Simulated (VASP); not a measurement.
# AlRu (P4/mmm) in VASP: a series of runs, part 2 of 2

VASP 6.6.1. Earlier steps stand in the parts before.

## Step 3: Single point, PBE (strain +0.0100 x Voigt [0, 0, 1, 0, 0, 0])

INCAR

```
PREC = Accurate
ENCUT = 520
EDIFF = 1E-7
ISMEAR = 0
SIGMA = 0.15
LREAL = F
LASPH = T
NELM = 60
ALGO = Fast
ISIF = 2
LWAVE = F
LCHARG = T
GGA = PE
LELF = T
LVHAR = T
NBANDS = 16
```

KPOINTS

```
regular mesh
0
Gamma
  16 16 16
```

POSCAR

```
AlRu
1.0
    2.9916000000      0.0000000000      0.0000000000
    0.0000000000      2.9916000000      0.0000000000
    0.0000000000      0.0000000000      3.0215160000
Al Ru
1 1
Direct
    0.0000000000      0.0000000000      0.0000000000
    0.5000000000      0.5000000000      0.5000000000
```

Potentials or basis: VASP PAW PBE potentials, release 64 (Al, Ru_pv).

Run with:

```sh
> cat potpaw_PBE.64/Al/POTCAR potpaw_PBE.64/Ru_pv/POTCAR > POTCAR
> mpirun -np 1 vasp_std > vasp.out
```

OUTCAR:

```text
PREC = Accurate
   ENCUT = 520
   EDIFF = 1E-7
   ISMEAR = 0
   LREAL = F
   LASPH = T
   NELM = 60
   ISIF = 2
   GGA = PE

 ion  position               nearest neighbor table
   1  0.000  0.000  0.000-   2 2.60   2 2.60   2 2.60   2 2.60   2 2.60   2 2.60   2 2.60   2 2.60

   2  0.500  0.500  0.500-   1 2.60   1 2.60   1 2.60   1 2.60   1 2.60   1 2.60   1 2.60   1 2.60

  LATTYP: Found a simple tetragonal cell.
 ALAT       =     2.9916000000
 C/A-ratio  =     1.0100000000

  Lattice vectors:

 A1 = (   2.9916000000,   0.0000000000,   0.0000000000)
 A2 = (   0.0000000000,   2.9916000000,   0.0000000000)
 A3 = (   0.0000000000,   0.0000000000,   3.0215160000)

Analysis of symmetry for initial positions (statically):
=====================================================================
 Subroutine PRICEL returns:
 Original cell was already a primitive cell.

 Routine SETGRP: Setting up the symmetry group for a
 simple tetragonal supercell.

 Subroutine GETGRP returns: Found 16 space group operations
 (whereof 16 operations were pure point group operations)
 out of a pool of 16 trial point group operations.

The static configuration has the point symmetry D_4h.

Analysis of symmetry for dynamics (positions and initial velocities):
=====================================================================
 Subroutine PRICEL returns:
 Original cell was already a primitive cell.

 Routine SETGRP: Setting up the symmetry group for a
 simple tetragonal supercell.

 Subroutine GETGRP returns: Found 16 space group operations
 (whereof 16 operations were pure point group operations)
 out of a pool of 16 trial point group operations.

The dynamic configuration has the point symmetry D_4h.

 Subroutine INISYM returns: Found 16 space group operations
 (whereof 16 operations are pure point group operations),
 and found     1 'primitive' translations

[... 105 lines left out ...]
   NELECT =      17.0000    total number of electrons
   NUPDOWN=      -1.0000    fix difference up-down
   EMIN   =  10.00;   EMAX   =-10.00  energy-range for DOS
   EFERMI =   0.00;   METHOD = LEGACY
   ISMEAR =     0;   SIGMA  =   0.15  broadening in eV -4-tet -1-fermi 0-gaus
   EFERMI_NEDOS =   21; number of points for ismear=-14 and -15
   IALGO  =     68    algorithm
   IMIX   =      4    mixing-type and parameters
     AMIX     =   0.40;   BMIX     =  1.00
     AMIX_MAG =   1.60;   BMIX_MAG =  1.00
  volume/ion in A,a.u.               =      13.52        91.24
  Fermi-wavevector in a.u.,A,eV,Ry     =   1.402428  2.650204 26.759987  1.966804
  Thomas-Fermi vector in A             =   2.525190
   LORBIT       =      0    0 simple, 1 ext, 2 COOP (PROOUT), +10 PAW based schemes
   GGA     = PE    functional components
   LHFCALC =     F    Hartree Fock is set to
   AEXX    =    0.0000 exact exchange contribution
   IVDW    =     0    specifies the selected vdW correction
   LEPSILON=     F    determine dielectric tensor
   LRPA    =     F    only Hartree local field effects (RPA)
 non-spin polarized calculation
 RMM-DIIS sequential band-by-band and
 Gauss-broadening in eV      SIGMA  =   0.15
  energy-cutoff  :      520.00
  volume of cell :       27.04
 maximum number of plane-waves:       743
 NGX is ok and might be reduce to    24
   NGX = 11   NGY = 11   NGZ = 11

 number of electron      16.9999996 magnetization

 Free energy of the ion-electron system (eV)
  ---------------------------------------------------
  ext. energy  EPLUGINS =         0.00000000
  ---------------------------------------------------
  free energy    TOTEN  =       -14.26622249 eV

  energy without entropy =      -14.24696761  energy(sigma->0) =      -14.25659505

 E-fermi :  10.5928     XC(G=0): -12.5150

 val. band max:       10.5851237139   @ k =   0.3750   0.0625   0.1250
 cond. band min:      10.5936241882   @ k =   0.5000   0.1250   0.4375
 fundamental gap:      0.0085004743
 Fermi energy:        10.5927625939

 k-point     1 :       0.0000    0.0000    0.0000
  band No.  band energies     occupation
      1     -31.1931      2.00000
      2     -31.1817      2.00000
      3     -31.1817      2.00000
      4       0.9606      2.00000
      5       7.0629      2.00000
      6       7.0672      2.00000
[... 433 lines left out ...]
      3     -31.1724      2.00000
      4       5.0864      2.00000
      5       5.1179      2.00000
      6       8.0351      2.00000
[... 8 lines left out ...]
     15      22.7064      0.00000
     16      22.7520      0.00000

 [... further k-points ...]
[... 5 lines left out ...]
  --------------------------------------------------------------------------------------
  -------------------------------------------------------------------------------------
  Total        0.1792180      0.1792180     -0.1002621      0.0000000     -0.0000000      0.0000000
  in kB       10.6184260     10.6184260     -5.9403989      0.0000000     -0.0000000      0.0000000
  external PRESSURE =       5.0988177 kB  Pullay stress =       0.0000000 kB

 VOLUME and BASIS-vectors are now :
 -----------------------------------------------------------------------------
  energy-cutoff  :      520.00
  volume of cell :       27.04
      direct lattice vectors                 reciprocal lattice vectors
     2.991600000  0.000000000  0.000000000     0.334269287  0.000000000  0.000000000
     0.000000000  2.991600000  0.000000000     0.000000000  0.334269287  0.000000000
     0.000000000  0.000000000  3.021516000     0.000000000  0.000000000  0.330959690

 POSITION                                       TOTAL-FORCE (eV/Angst)
 -----------------------------------------------------------------------------------
      0.00000      0.00000      0.00000         0.000000      0.000000      0.000000
      1.49580      1.49580      1.51076         0.000000      0.000000      0.000000
 -----------------------------------------------------------------------------------
    total drift:                                0.000000     -0.000000     -0.000000

  FREE ENERGIE OF THE ION-ELECTRON SYSTEM (eV)
  ---------------------------------------------------
  free  energy   TOTEN  =       -14.2662224928 eV

  energy  without entropy=      -14.2469676084  energy(sigma->0) =      -14.25659505
```

OSZICAR:

```text
N       E                     dE             d eps       ncg     rms          rms(c)
DAV:   1     0.116571723055E+03    0.11657E+03   -0.91283E+03 13224   0.986E+02
DAV:   2    -0.130280461557E+02   -0.12960E+03   -0.12356E+03 15272   0.293E+02
DAV:   3    -0.149224226851E+02   -0.18944E+01   -0.18887E+01 16560   0.369E+01
DAV:   4    -0.149363702146E+02   -0.13948E-01   -0.13926E-01 16280   0.333E+00
DAV:   5    -0.149365740355E+02   -0.20382E-03   -0.20351E-03 15872   0.384E-01    0.120E+01
RMM:   6    -0.143533119442E+02    0.58326E+00   -0.20158E+00 13276   0.111E+01    0.234E+00
RMM:   7    -0.142807389814E+02    0.72573E-01   -0.12996E-01 13599   0.291E+00    0.194E+00
RMM:   8    -0.142664092909E+02    0.14330E-01   -0.15264E-02 14242   0.921E-01    0.189E-01
RMM:   9    -0.142662262658E+02    0.18303E-03   -0.10799E-03 14659   0.273E-01    0.121E-01
RMM:  10    -0.142662230665E+02    0.31993E-05   -0.12294E-04 15346   0.104E-01    0.169E-02
RMM:  11    -0.142662232735E+02   -0.20700E-06   -0.27948E-05 15435   0.436E-02    0.185E-02
RMM:  12    -0.142662223864E+02    0.88708E-06   -0.77234E-06 15951   0.234E-02    0.473E-03
RMM:  13    -0.142662225840E+02   -0.19753E-06   -0.14496E-06 15583   0.107E-02    0.477E-03
RMM:  14    -0.142662224928E+02    0.91155E-07   -0.48378E-07 13505   0.586E-03
   1 F= -.14266222E+02 E0= -.14256595E+02  d E =-.192549E-01
```

Run time: 91 s. Hardware: 1 thread of Intel Xeon Platinum 8375C at 2.90GHz (Ice Lake), shared host; peak memory 0.28 GiB.

Results:

| Quantity | Value |
| --- | --- |
| Free energy | -14.2662 eV |
| Pressure | 0.5 GPa |

Caveat: the cell differs from its parent crystal (strain +0.0100 x Voigt [0, 0, 1, 0, 0, 0]).

## Step 4: Single point, PBE (strain +0.0175 x Voigt [0, 0, 1, 0, 0, 0])

INCAR

```
SYSTEM = AlRu
PREC     = Accurate       ! precision mode
ENCUT    = 520            ! plane-wave cutoff, eV
EDIFF    = 1E-6           ! SCF threshold, eV
ISMEAR   = 0              ! smearing method
SIGMA    = 0.15           ! smearing width, eV
LREAL    = .FALSE.        ! projectors in reciprocal space
LASPH    = .TRUE.         ! aspherical terms in the spheres
NELM     = 60             ! most SCF steps
ALGO     = Fast           ! electronic algorithm
ISIF     = 2              ! what is computed and relaxed
LWAVE    = .FALSE.        ! write WAVECAR
LCHARG   = .TRUE.         ! write CHGCAR
GGA      = PE             ! functional
LELF     = .TRUE.         ! ELF
LVHAR    = .TRUE.       
NBANDS   = 16             ! bands
```

KPOINTS

```
Automatic mesh
0
G
  16 16 16
  0 0 0
```

POSCAR: that of step 3 with these lines changed.

```diff
@@ -4,3 +4,3 @@
     0.0000000000      2.9916000000      0.0000000000
-    0.0000000000      0.0000000000      3.0215160000
+    0.0000000000      0.0000000000      3.0439530000
 Al Ru
```

Run with:

```sh
> cat potpaw_PBE.64/Al/POTCAR potpaw_PBE.64/Ru_pv/POTCAR > POTCAR
> mpirun -np 1 vasp_std > vasp.out
```

Run time: 80 s. Hardware: 1 thread of Intel Xeon Platinum 8375C at 2.90GHz (Ice Lake), shared host; peak memory 0.28 GiB.

Results (log left out):

- Free energy: -14.2641 eV
- Pressure: -1.0 GPa

Stress tensor (GPa, compression positive):
```
-0.03  0.00  0.00
 0.00 -0.03  0.00
 0.00  0.00 -2.85
```

Levels at points of the mesh, in eV from the Fermi level:
| k point | band 6 | band 7 | band 8 | band 9 | band 10 | band 11 | band 12 | band 13 |
| --- | --- | --- | --- | --- | --- | --- | --- | --- |
| (0.00, 0.00, 0.00) | -3.49 | 0.12 | 0.12 | 0.23 | 5.63 | 6.15 | 6.15 | 10.82 |
| (0.50, 0.00, 0.00) | -2.69 | -1.72 | -1.52 | 0.38 | 2.31 | 7.43 | 10.63 | 11.08 |
| (0.50, 0.50, 0.00) | -1.31 | -1.31 | -1.25 | -1.25 | 1.55 | 5.34 | 6.11 | 10.18 |
| (0.00, 0.00, 0.50) | -2.75 | -1.51 | -1.51 | 0.45 | 2.02 | 7.45 | 11.07 | 11.07 |
| (0.50, 0.00, 0.50) | -1.46 | -1.34 | -1.12 | -1.07 | 1.44 | 5.11 | 6.01 | 10.57 |
| (0.50, 0.50, 0.50) | -4.54 | 1.50 | 1.63 | 2.45 | 4.01 | 4.11 | 4.11 | 8.27 |

Caveat: the cell differs from its parent crystal (strain +0.0175 x Voigt [0, 0, 1, 0, 0, 0]).

## Step 5: Summary

```csv
cell,further INCAR settings,gap on the mesh (eV),pressure (GPa)
"a = 2.992, b = 2.992, c = 3.007 Å, 2 atoms",ALGO = Fast; EDIFF = 1e-06; NBANDS = 16,none,1.6
"a = 2.992, b = 2.992, c = 3.022 Å, 2 atoms",ALGO = Fast; EDIFF = 1e-07; NBANDS = 16,none,0.5
"a = 2.992, b = 2.992, c = 3.044 Å, 2 atoms",ALGO = Fast; EDIFF = 1e-06; NBANDS = 16,none,-1.0
```

Alike in all rows: task single point; level PBE; potentials or basis VASP PAW PBE potentials, release 64 (Al, Ru_pv); no spin polarisation; k mesh 16 × 16 × 16; cutoff (eV) 520; smearing gaussian 0.15 eV.

Absolute energies hang on the potentials; compare differences alone.
